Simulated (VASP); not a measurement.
A run of VASP 6.6.1:

The input INCAR:

```
SYSTEM = In2Au
PREC = Accurate
ENCUT = 520
EDIFF = 1E-6
ISMEAR = -1
SIGMA = 0.1
LREAL = .False.
LASPH = .True.
NELM = 60
ALGO = Normal
ISIF = 2
LWAVE = .False.
LCHARG = .True.
GGA = PS
LELF = .True.
LVHAR = .True.
NBANDS = 26
```

File KPOINTS:

```
Automatic mesh
0
Gamma
  6 6 6
  0 0 0
```

File POSCAR:

```
In2Au
1.0
    0.0000000000      3.2510000000      3.2510000000
    3.2510000000      0.0000000000      3.2510000000
    3.2510000000      3.2510000000      0.0000000000
In Au
2 1
Direct
    0.2500000000      0.2500000000      0.2500000000
    0.7500000000      0.7500000000      0.7500000000
    0.0153798831      0.0153798831     -0.0153798831
```

Potentials or basis: VASP PAW PBE potentials, release 64 (In_d, Au).

The run is started by

```bash
$ cat potpaw_PBE.64/In_d/POTCAR potpaw_PBE.64/Au/POTCAR > POTCAR
$ mpirun -np 1 vasp_std > vasp.out
```

Hardware: 1 thread of Intel(R) Xeon(R) Platinum 8259CL CPU @ 2.50GHz (Skylake/Cascade Lake) (shared host).

Q: Estimate the wall time of this run.

A: Run time: 46 s on 1 thread of Intel(R) Xeon(R) Platinum 8259CL CPU @ 2.50GHz (Skylake/Cascade Lake), on a shared host, peak memory 0.23 GiB. Counts: scf iterations 13, k points 30.
